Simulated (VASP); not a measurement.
Here is a VASP 6.6.1 calculation.

Contents of INCAR:

```
SYSTEM = HgTe
PREC     = Accurate       ! precision mode
ENCUT    = 520            ! plane-wave cutoff, eV
EDIFF    = 1E-6           ! SCF threshold, eV
ISMEAR   = 0              ! smearing method
SIGMA    = 0.028000000000000004 ! smearing width, eV
LREAL    = .False.        ! projectors in reciprocal space
LASPH    = .True.         ! aspherical terms in the spheres
NELM     = 80             ! most SCF steps
ALGO     = Normal         ! electronic algorithm
ISIF     = 2              ! what is computed and relaxed
LWAVE    = .False.        ! write WAVECAR
LCHARG   = .False.        ! write CHGCAR
GGA      = PE             ! functional
NBANDS   = 16             ! bands
```

File KPOINTS:

```
Automatic mesh
0
Gamma
  7 7 7
  0 0 0
```

File POSCAR:

```
HgTe
1.0
    0.0000000000      3.2145000000      3.2145000000
    3.2145000000      0.0000000000      3.2145000000
    3.2145000000      3.2145000000      0.0000000000
Hg Te
1 1
Direct
    0.0000000000      0.0000000000      0.0000000000
    0.7500000000      0.7500000000      0.7500000000
```

Potentials or basis: VASP PAW PBE potentials, release 64 (Hg, Te).

Command:

```console
$ cat potpaw_PBE.64/Hg/POTCAR potpaw_PBE.64/Te/POTCAR > POTCAR
$ mpirun -np 1 vasp_std > vasp.out
```

(1) Estimate the pressure.

(2) Predict the band gap on the k mesh.

## Answers

(1) 4.6 GPa.

(2) zero (filled and empty bands touch).

Caveat: spin-orbit coupling is left out, which moves the levels of the heavy elements.
